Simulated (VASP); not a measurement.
Here is a VASP 6.6.1 calculation.

Contents of INCAR:

```
SYSTEM = Cs2AgS2
PREC = Accurate
ENCUT = 520
EDIFF = 1E-6
ISMEAR = 0
SIGMA = 0.0774
LREAL = .False.
LASPH = .True.
NELM = 80
ALGO = Normal
ISIF = 2
LWAVE = .False.
LCHARG = .False.
GGA = PE
NBANDS = 52
```

File KPOINTS:

```
regular mesh
0
Gamma
  3 3 3
  0 0 0
```

POSCAR

```
Cs2AgS2
1.0
    0.0000000000      0.0000000000      6.7261580000
    7.6368660000      0.0000000000      0.0000000000
    3.8184330000      7.2066700000     -3.3630790000
Ag S Cs
2 4 4
Direct
    0.2500000000      0.0000000000      0.0000000000
    0.7500000000      0.0000000000      0.0000000000
    0.9020900000      0.2784100000      0.8041800000
    0.0979100000      0.7215900000      0.1958200000
    0.5979100000      0.0825900000      0.1958200000
    0.4020900000      0.9174100000      0.8041800000
    0.1488600000      0.1909300000      0.2977200000
    0.8511400000      0.8090700000      0.7022800000
    0.3511400000      0.4886500000      0.7022800000
    0.6488600000      0.5113500000      0.2977200000
```

Potentials or basis: VASP PAW PBE potentials, release 64 (Ag, S, Cs_sv).

Run with:

```console
$ cat potpaw_PBE.64/Ag/POTCAR potpaw_PBE.64/S/POTCAR potpaw_PBE.64/Cs_sv/POTCAR > POTCAR
$ mpirun -np 1 vasp_std > vasp.out
```

Q: Predict the largest force.

A: 0.241 eV/Å.

Q: Predict the band gap on the k mesh.

A: Zero (band 41 reaches 1.59 eV, above the bottom of band 42 at 1.48 eV).

Q: What does it give for the pressure?

A: -1.2 GPa.

Forces on the atoms (eV/Å):
```
Ag   0.000  0.000  0.000
Ag   0.000  0.000  0.000
S   -0.098  0.101  0.000
S    0.098 -0.101  0.000
S   -0.098 -0.101  0.000
S    0.098  0.101  0.000
Cs  -0.189 -0.149  0.000
Cs   0.189  0.149  0.000
Cs  -0.189  0.149  0.000
Cs   0.189 -0.149  0.000
```

Caveat: spin-orbit coupling is left out, which moves the levels of the heavy elements.
